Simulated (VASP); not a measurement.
# InP (Fm-3m) in VASP: notebook

Runs on InP. Level: PBE. Tasks: single point.

Everything below comes from runs of VASP 6.6.1. Logs are shortened: lines on timing, memory, paths and dates and some standing lists are left out, and cuts for length are marked.

**1. The cell of the first run**

Symmetry: Fm-3m, No. 225, cubic system. Conventional cell: a = 5.388 Å, b = 5.388 Å, c = 5.388 Å, α = 90.00°, β = 90.00°, γ = 90.00°. Within 3.6 Å of In (site symmetry m-3m) lie 6 P at 2.69 Å. P (site symmetry m-3m) has 6 In at 2.69 Å within 3.6 Å.

**2. Single point, PBE (19.56 Å³/atom)**

INCAR reads:

```
SYSTEM = InP
PREC = Accurate
ENCUT = 520
EDIFF = 1E-6
ISMEAR = 0
SIGMA = 0.15
LREAL = .FALSE.
LASPH = .TRUE.
NELM = 80
ALGO = Normal
ISIF = 2
LWAVE = .FALSE.
LCHARG = .FALSE.
GGA = PE
NBANDS = 16
```

KPOINTS reads:

```
Automatic mesh
0
G
  20 20 20
  0 0 0
```

POSCAR reads:

```
InP
1.0
    0.0000000000      2.6942263456      2.6942263456
    2.6942263456      0.0000000000      2.6942263456
    2.6942263456      2.6942263456      0.0000000000
In P
1 1
Direct
    0.0000000000      0.0000000000      0.0000000000
    0.5000000000      0.5000000000      0.5000000000
```

Potentials or basis: VASP PAW PBE potentials, release 64 (In_d, P).

Started as:

```
> cat potpaw_PBE.64/In_d/POTCAR potpaw_PBE.64/P/POTCAR > POTCAR
> mpirun -np 1 vasp_std > vasp.out
```

OUTCAR:

```text
SYSTEM = InP
   PREC = Accurate
   ENCUT = 520
   EDIFF = 1E-6
   ISMEAR = 0
   LREAL = .FALSE.
   LASPH = .TRUE.
   NELM = 80
   ISIF = 2
   GGA = PE

 ion  position               nearest neighbor table
   1  0.000  0.000  0.000-   2 2.69   2 2.69   2 2.69   2 2.69   2 2.69   2 2.69
   2  0.500  0.500  0.500-   1 2.69   1 2.69   1 2.69   1 2.69   1 2.69   1 2.69

  LATTYP: Found a face centered cubic cell.
 ALAT       =     5.3884526912

  Lattice vectors:

 A1 = (   0.0000000000,   2.6942263456,   2.6942263456)
 A2 = (   2.6942263456,   0.0000000000,   2.6942263456)
 A3 = (   2.6942263456,   2.6942263456,   0.0000000000)

Analysis of symmetry for initial positions (statically):
=====================================================================
 Subroutine PRICEL returns:
 Original cell was already a primitive cell.

 Routine SETGRP: Setting up the symmetry group for a
 face centered cubic supercell.

 Subroutine GETGRP returns: Found 48 space group operations
 (whereof 48 operations were pure point group operations)
 out of a pool of 48 trial point group operations.

The static configuration has the point symmetry O_h .

Analysis of symmetry for dynamics (positions and initial velocities):
=====================================================================
 Subroutine PRICEL returns:
 Original cell was already a primitive cell.

 Routine SETGRP: Setting up the symmetry group for a
 face centered cubic supercell.

 Subroutine GETGRP returns: Found 48 space group operations
 (whereof 48 operations were pure point group operations)
 out of a pool of 48 trial point group operations.

The dynamic configuration has the point symmetry O_h .

 Subroutine INISYM returns: Found 48 space group operations
 (whereof 48 operations are pure point group operations),
 and found     1 'primitive' translations

----------------------------------------------------------------------------------------

                                     Primitive cell

  volume of cell :      39.1140

  direct lattice vectors                    reciprocal lattice vectors
     0.000000000  2.694226346  2.694226346    -0.185582032  0.185582032  0.185582032
     2.694226346  0.000000000  2.694226346     0.185582032 -0.185582032  0.185582032
     2.694226346  2.694226346  0.000000000     0.185582032  0.185582032 -0.185582032

  length of vectors
     3.810211438  3.810211438  3.810211438     0.321437508  0.321437508  0.321437508

  position of ions in fractional coordinates (direct lattice)
     0.000000000  0.000000000  0.000000000
     0.500000000  0.500000000  0.500000000

[... 78 lines left out ...]
   EDIFFG = 0.1E-04   stopping-criterion for IOM
   NSW    =      0    number of steps for IOM
   IBRION =     -1    ionic relax: 0-MD 1-quasi-New 2-CG
   NFREE  =      0    steps in history (QN), initial steepest desc. (CG)
   ISIF   =      2    stress and relaxation
   ISYM   =      2    0-nonsym 1-usesym 2-fastsym
   POTIM  = 0.5000    time-step for ionic-motion
   TEBEG  =    0.0;   TEEND  =   0.0 temperature during run
   PSTRESS=    0.0 pullay stress
   NELECT =      18.0000    total number of electrons
   NUPDOWN=      -1.0000    fix difference up-down
   EMIN   =  10.00;   EMAX   =-10.00  energy-range for DOS
   EFERMI =   0.00;   METHOD = LEGACY
   ISMEAR =     0;   SIGMA  =   0.15  broadening in eV -4-tet -1-fermi 0-gaus
   EFERMI_NEDOS =   21; number of points for ismear=-14 and -15
   IALGO  =     38    algorithm
   IMIX   =      4    mixing-type and parameters
     AMIX     =   0.40;   BMIX     =  1.00
     AMIX_MAG =   1.60;   BMIX_MAG =  1.00
  volume/ion in A,a.u.               =      19.56       131.98
  Fermi-wavevector in a.u.,A,eV,Ry     =   1.263926  2.388473 21.735423  1.597509
  Thomas-Fermi vector in A             =   2.397258
   LORBIT       =      0    0 simple, 1 ext, 2 COOP (PROOUT), +10 PAW based schemes
   GGA     = PE    functional components
   LHFCALC =     F    Hartree Fock is set to
   AEXX    =    0.0000 exact exchange contribution
   IVDW    =     0    specifies the selected vdW correction
   LEPSILON=     F    determine dielectric tensor
   LRPA    =     F    only Hartree local field effects (RPA)
 non-spin polarized calculation
 Gauss-broadening in eV      SIGMA  =   0.15
  energy-cutoff  :      520.00
  volume of cell :       39.11
 maximum number of plane-waves:      1073
   NGX = 15   NGY = 15   NGZ = 15

 number of electron      18.0000006 magnetization

 Free energy of the ion-electron system (eV)
  ---------------------------------------------------
  ext. energy  EPLUGINS =         0.00000000
  ---------------------------------------------------
  free energy    TOTEN  =        -7.84731945 eV

  energy without entropy =       -7.83530024  energy(sigma->0) =       -7.84130984

 E-fermi :   8.1132     XC(G=0): -10.7801

 val. band max:        8.1131017028   @ k =  -0.2000   0.0500   0.0000
 cond. band min:       8.1233289155   @ k =   0.4000   0.3000   0.0500
 fundamental gap:      0.0102272127
 Fermi energy:         8.1131620340

 k-point     1 :       0.0000    0.0000    0.0000
  band No.  band energies     occupation
      1      -6.2489      2.00000
      2      -6.2489      2.00000
      3      -6.2233      2.00000
      4      -6.2233      2.00000
      5      -6.2233      2.00000
      6      -4.5655      2.00000
[... 433 lines left out ...]
      3      -6.2384      2.00000
      4      -6.1381      2.00000
      5      -6.1320      2.00000
      6      -2.8481      2.00000
[... 8 lines left out ...]
     15      17.9250      0.00000
     16      19.1664      0.00000

 [... further k-points ...]

------------------------ aborting loop because EDIFF is reached ----------------------------------------

  FORCE on cell =-STRESS in cart. coord.  units (eV):
  Direction    XX          YY          ZZ          XY          YZ          ZX
  --------------------------------------------------------------------------------------
  -------------------------------------------------------------------------------------
  Total        1.8154304      1.8154304      1.8154304      0.0000000     -0.0000000      0.0000000
  in kB       74.3631784     74.3631784     74.3631784      0.0000000     -0.0000000      0.0000000
  external PRESSURE =      74.3631784 kB  Pullay stress =       0.0000000 kB

 VOLUME and BASIS-vectors are now :
 -----------------------------------------------------------------------------
  energy-cutoff  :      520.00
  volume of cell :       39.11
      direct lattice vectors                 reciprocal lattice vectors
     0.000000000  2.694226346  2.694226346    -0.185582032  0.185582032  0.185582032
     2.694226346  0.000000000  2.694226346     0.185582032 -0.185582032  0.185582032
     2.694226346  2.694226346  0.000000000     0.185582032  0.185582032 -0.185582032

 POSITION                                       TOTAL-FORCE (eV/Angst)
 -----------------------------------------------------------------------------------
      0.00000      0.00000      0.00000        -0.000000      0.000000     -0.000000
      2.69423      2.69423      2.69423         0.000000     -0.000000      0.000000
 -----------------------------------------------------------------------------------
    total drift:                               -0.000000      0.000000      0.000000

  FREE ENERGIE OF THE ION-ELECTRON SYSTEM (eV)
  ---------------------------------------------------
  free  energy   TOTEN  =        -7.8473194453 eV

  energy  without entropy=       -7.8353002409  energy(sigma->0) =       -7.84130984
```

OSZICAR:

```text
N       E                     dE             d eps       ncg     rms          rms(c)
DAV:   1     0.107740068777E+03    0.10774E+03   -0.85209E+03  8296   0.136E+03
DAV:   2    -0.181527049555E+01   -0.10956E+03   -0.10480E+03  9304   0.308E+02
DAV:   3    -0.803294838958E+01   -0.62177E+01   -0.61533E+01 10792   0.697E+01
DAV:   4    -0.817421028312E+01   -0.14126E+00   -0.14122E+00 10240   0.106E+01
DAV:   5    -0.818080363294E+01   -0.65933E-02   -0.65932E-02 12136   0.204E+00    0.550E+00
DAV:   6    -0.786372719707E+01    0.31708E+00   -0.53048E-01 12384   0.135E+01    0.318E+00
DAV:   7    -0.784807509797E+01    0.15652E-01   -0.98661E-02 12824   0.295E+00    0.129E+00
DAV:   8    -0.784727519455E+01    0.79990E-03   -0.81822E-03 11072   0.126E+00    0.192E-01
DAV:   9    -0.784730087406E+01   -0.25680E-04   -0.68372E-04 12792   0.473E-01    0.957E-02
DAV:  10    -0.784730846177E+01   -0.75877E-05   -0.52323E-05 10152   0.622E-02    0.526E-02
DAV:  11    -0.784731807875E+01   -0.96170E-05   -0.12825E-05 10656   0.258E-02    0.983E-03
DAV:  12    -0.784731957891E+01   -0.15002E-05   -0.31504E-06 10536   0.290E-02    0.905E-03
DAV:  13    -0.784731944529E+01    0.13362E-06   -0.98041E-08  5608   0.324E-03
   1 F= -.78473194E+01 E0= -.78413098E+01  d E =-.120192E-01
```

stdout:

```text
POSCAR found type information on POSCAR InP
 POSCAR found :  2 types and       2 ions
 scaLAPACK will be used
 LDA part: xc-table for (Slater+PW92), standard interpolation
 POSCAR, INCAR and KPOINTS ok, starting setup
 FFT: planning ... GRIDC
 FFT: planning ... GRID_SOFT
 FFT: planning ... GRID
 WAVECAR not read
 entering main loop
```

Wall time 54 s (1 thread of Intel Xeon 6975P-C (Granite Rapids), shared host); peak memory 0.27 GiB.

Results:

```yaml
Free_energy: -7.8473 eV
Pressure: 7.4 GPa
Band_gap_on_the_k_mesh: zero (bands 9 and 10 overlap by 2.75 eV)
```

Caveat: the cell stands under pressure; spin-orbit coupling is left out, which moves the levels of the heavy elements.

**3. Single point, PBE (20.12 Å³/atom)**

This run uses another cell than the first one, of 20.12 Å³/atom.

INCAR reads:

```
PREC     = Accurate       # precision mode
ENCUT    = 520            # plane-wave cutoff, eV
EDIFF    = 1E-7           # SCF threshold, eV
ISMEAR   = 0              # smearing method
SIGMA    = 0.15           # smearing width, eV
LREAL    = False          # projectors in reciprocal space
LASPH    = True           # aspherical terms in the spheres
NELM     = 60             # most SCF steps
ALGO     = Normal         # electronic algorithm
ISIF     = 2              # what is computed and relaxed
LWAVE    = False          # write WAVECAR
LCHARG   = False          # write CHGCAR
GGA      = PE             # functional
NBANDS   = 16             # bands
```

KPOINTS reads:

```
Automatic mesh
0
Gamma
  20 20 20
```

POSCAR reads:

```
InP
1.0
    0.0000000000      2.7200158592      2.7200158592
    2.7200158592      0.0000000000      2.7200158592
    2.7200158592      2.7200158592      0.0000000000
In P
1 1
Direct
    0.0000000000      0.0000000000      0.0000000000
    0.5000000000      0.5000000000      0.5000000000
```

Potentials or basis: VASP PAW PBE potentials, release 64 (In_d, P).

Started as:

```
> cat potpaw_PBE.64/In_d/POTCAR potpaw_PBE.64/P/POTCAR > POTCAR
> mpirun -np 1 vasp_std > vasp.out
```

OUTCAR:

```text
PREC = Accurate
   ENCUT = 520
   EDIFF = 1E-7
   ISMEAR = 0
   LREAL = False
   LASPH = True
   NELM = 60
   ISIF = 2
   GGA = PE

 ion  position               nearest neighbor table
   1  0.000  0.000  0.000-   2 2.72   2 2.72   2 2.72   2 2.72   2 2.72   2 2.72
   2  0.500  0.500  0.500-   1 2.72   1 2.72   1 2.72   1 2.72   1 2.72   1 2.72

  LATTYP: Found a face centered cubic cell.
 ALAT       =     5.4400317184

  Lattice vectors:

 A1 = (   0.0000000000,   2.7200158592,   2.7200158592)
 A2 = (   2.7200158592,   0.0000000000,   2.7200158592)
 A3 = (   2.7200158592,   2.7200158592,   0.0000000000)

Analysis of symmetry for initial positions (statically):
=====================================================================
 Subroutine PRICEL returns:
 Original cell was already a primitive cell.

 Routine SETGRP: Setting up the symmetry group for a
 face centered cubic supercell.

 Subroutine GETGRP returns: Found 48 space group operations
 (whereof 48 operations were pure point group operations)
 out of a pool of 48 trial point group operations.

The static configuration has the point symmetry O_h .

Analysis of symmetry for dynamics (positions and initial velocities):
[... 162 lines left out ...]
 val. band max:        7.7339700391   @ k =   0.5000   0.0500   0.0000
 cond. band min:       7.7430100417   @ k =  -0.2000   0.0500   0.0000
 fundamental gap:      0.0090400027
 Fermi energy:         7.7340729905

 k-point     1 :       0.0000    0.0000    0.0000
  band No.  band energies     occupation
      1      -6.5800      2.00000
      2      -6.5800      2.00000
      3      -6.5565      2.00000
      4      -6.5565      2.00000
      5      -6.5565      2.00000
      6      -4.7098      2.00000
[... 433 lines left out ...]
      3      -6.5682      2.00000
      4      -6.4791      2.00000
      5      -6.4734      2.00000
      6      -3.0567      2.00000
[... 8 lines left out ...]
     15      17.5043      0.00000
     16      18.6994      0.00000

 [... further k-points ...]

------------------------ aborting loop because EDIFF is reached ----------------------------------------

  FORCE on cell =-STRESS in cart. coord.  units (eV):
  Direction    XX          YY          ZZ          XY          YZ          ZX
  --------------------------------------------------------------------------------------
  -------------------------------------------------------------------------------------
  Total        1.1406110      1.1406110      1.1406110      0.0000000     -0.0000000      0.0000000
  in kB       45.4050152     45.4050152     45.4050152      0.0000000     -0.0000000      0.0000000
  external PRESSURE =      45.4050152 kB  Pullay stress =       0.0000000 kB

 VOLUME and BASIS-vectors are now :
 -----------------------------------------------------------------------------
  energy-cutoff  :      520.00
  volume of cell :       40.25
      direct lattice vectors                 reciprocal lattice vectors
     0.000000000  2.720015859  2.720015859    -0.183822458  0.183822458  0.183822458
     2.720015859  0.000000000  2.720015859     0.183822458 -0.183822458  0.183822458
     2.720015859  2.720015859  0.000000000     0.183822458  0.183822458 -0.183822458

 POSITION                                       TOTAL-FORCE (eV/Angst)
 -----------------------------------------------------------------------------------
      0.00000      0.00000      0.00000        -0.000000      0.000000     -0.000000
      2.72002      2.72002      2.72002         0.000000     -0.000000      0.000000
 -----------------------------------------------------------------------------------
    total drift:                               -0.000000      0.000000      0.000000

  FREE ENERGIE OF THE ION-ELECTRON SYSTEM (eV)
  ---------------------------------------------------
  free  energy   TOTEN  =        -7.8898585111 eV

  energy  without entropy=       -7.8771919142  energy(sigma->0) =       -7.88352521
```

OSZICAR:

```text
N       E                     dE             d eps       ncg     rms          rms(c)
DAV:   1     0.108784577428E+03    0.10878E+03   -0.84978E+03  8312   0.135E+03
DAV:   2    -0.172475393503E+01   -0.11051E+03   -0.10558E+03  9224   0.311E+02
DAV:   3    -0.806135293626E+01   -0.63366E+01   -0.62701E+01 10880   0.705E+01
DAV:   4    -0.820780583484E+01   -0.14645E+00   -0.14638E+00 10264   0.108E+01
DAV:   5    -0.821399026157E+01   -0.61844E-02   -0.61843E-02 12176   0.198E+00    0.523E+00
DAV:   6    -0.790403450889E+01    0.30996E+00   -0.52882E-01 12272   0.130E+01    0.301E+00
DAV:   7    -0.789039694161E+01    0.13638E-01   -0.93064E-02 12576   0.276E+00    0.125E+00
DAV:   8    -0.788980686104E+01    0.59008E-03   -0.78583E-03 11096   0.121E+00    0.172E-01
DAV:   9    -0.788983714996E+01   -0.30289E-04   -0.68456E-04 12688   0.461E-01    0.894E-02
DAV:  10    -0.788984681853E+01   -0.96686E-05   -0.53550E-05 10128   0.621E-02    0.498E-02
DAV:  11    -0.788985720895E+01   -0.10390E-04   -0.13870E-05 10568   0.264E-02    0.908E-03
DAV:  12    -0.788985862628E+01   -0.14173E-05   -0.30582E-06 10464   0.278E-02    0.833E-03
DAV:  13    -0.788985848591E+01    0.14037E-06   -0.98744E-08  8088   0.324E-03    0.522E-03
DAV:  14    -0.788985851113E+01   -0.25212E-07   -0.38045E-08  5384   0.156E-03
   1 F= -.78898585E+01 E0= -.78835252E+01  d E =-.126666E-01
```

Run time: 72 s. Hardware: 1 thread of Intel Xeon 6975P-C (Granite Rapids), shared host; peak memory 0.29 GiB.

What came out:

```
Free energy            : -7.8899 eV
Pressure               : 4.5 GPa
Band gap on the k mesh : zero (bands 9 and 10 overlap by 2.77 eV)
```

Levels at points of the mesh, in eV from the Fermi level:
```
           k point  band 5  band 6  band 7  band 8  band 9  band 10  band 11  band 12  band 13  band 14
(0.00, 0.00, 0.00)  -14.29  -12.44   -0.35   -0.35   -0.35     0.95     7.09     7.09     7.09     8.79
(0.50, 0.00, 0.00)  -14.19  -10.19   -6.95    0.14    0.14     2.50     3.37     3.37     5.60    11.36
(0.50, 0.50, 0.00)  -14.16   -8.91   -5.31   -2.54   -2.54    -2.47     3.71    10.31    10.31    10.61
```

Caveat: the cell stands under pressure; spin-orbit coupling is left out, which moves the levels of the heavy elements.

**4. Single point, PBE (20.69 Å³/atom)**

This run uses another cell than the first one, of 20.69 Å³/atom.

INCAR reads:

```
PREC = Accurate ; ENCUT = 520
EDIFF = 1E-6 ; ISMEAR = 0
SIGMA = 0.15 ; LREAL = F
LASPH = T ; NELM = 100
ALGO = Normal ; ISIF = 2
LWAVE = F ; LCHARG = F
GGA = PE ; NBANDS = 16
```

KPOINTS is that of step 3.

POSCAR reads:

```
InP
1.0
    0.0000000000      2.7453253917      2.7453253917
    2.7453253917      0.0000000000      2.7453253917
    2.7453253917      2.7453253917      0.0000000000
In P
1 1
Direct
    0.0000000000      0.0000000000      0.0000000000
    0.5000000000      0.5000000000      0.5000000000
```

Started as:

```
> cat potpaw_PBE.64/In_d/POTCAR potpaw_PBE.64/P/POTCAR > POTCAR
> mpirun -np 1 vasp_std > vasp.out
```

Run time: 74 s. Hardware: 1 thread of Intel Xeon 6975P-C (Granite Rapids), shared host; peak memory 0.29 GiB.

The run converged. Its results:

```
Free energy            : -7.9134 eV
Pressure               : 2.1 GPa
Band gap on the k mesh : zero (bands 9 and 10 overlap by 2.73 eV)
```

Levels at points of the mesh, in eV from the Fermi level:
```tsv
k point	band 7	band 8	band 9	band 10	band 11	band 12
(0.00, 0.00, 0.00)	-0.32	-0.32	-0.32	0.71	7.09	7.09
(0.50, 0.00, 0.00)	-6.79	0.13	0.13	2.49	3.39	3.39
(0.50, 0.50, 0.00)	-5.12	-2.49	-2.44	-2.44	3.77	10.07
```

Caveat: spin-orbit coupling is left out, which moves the levels of the heavy elements.

(Continued in part 2 of 2.)
